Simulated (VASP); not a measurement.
Input of a VASP 6.6.1 run:

File INCAR:

```
PREC     = Accurate       # precision mode
ENCUT    = 520            # plane-wave cutoff, eV
EDIFF    = 1E-7           # SCF threshold, eV
ISMEAR   = -5             # smearing method
SIGMA    = 0.05           # smearing width, eV
LREAL    = F              # projectors in reciprocal space
LASPH    = T              # aspherical terms in the spheres
NELM     = 150            # most SCF steps
ALGO     = Fast           # electronic algorithm
ISIF     = 2              # what is computed and relaxed
LWAVE    = F              # write WAVECAR
LCHARG   = F              # write CHGCAR
ISPIN    = 2              # spin polarisation
MAGMOM   = 6              # initial moments
LORBIT   = 11             # projections on sites
LMAXMIX  = 6              # l up to which the mixer works
GGA      = RE             # functional
IVDW     = 12             # dispersion correction
NBANDS   = 14             # bands
```

File KPOINTS:

```
regular mesh
0
Gamma
  9 9 9
```

The input POSCAR:

```
Tb
1.0
   -1.9828345078      1.9828345078      1.9828345078
    1.9828345078     -1.9828345078      1.9828345078
    1.9828345078      1.9828345078     -1.9828345078
Tb
1
Direct
    0.0000000000      0.0000000000      0.0000000000
```

Potentials or basis: VASP PAW PBE potentials, release 64 (Tb_3), 4f in core.

The run is started by

```sh
$ cat potpaw_PBE.64/Tb_3/POTCAR > POTCAR
$ mpirun -np 1 vasp_std > vasp.out
```

(1) What does it give for the pressure?

(2) Predict the net moment.

(3) Estimate the site moments.

(4) Estimate the dispersion energy per atom.

Results:

(1) -0.4 GPa.

(2) 0.32 μB per cell.

(3) Tb +0.23 μB.

(4) -0.623 eV.

Caveat: the magnetic or orbital state may not be the lowest; the PAW data sets were made with another functional, which shifts forces and pressure a little; pairwise dispersion overbinds metals, which lowers pressure and volume; tetrahedron occupations give inexact forces and stress in metals.
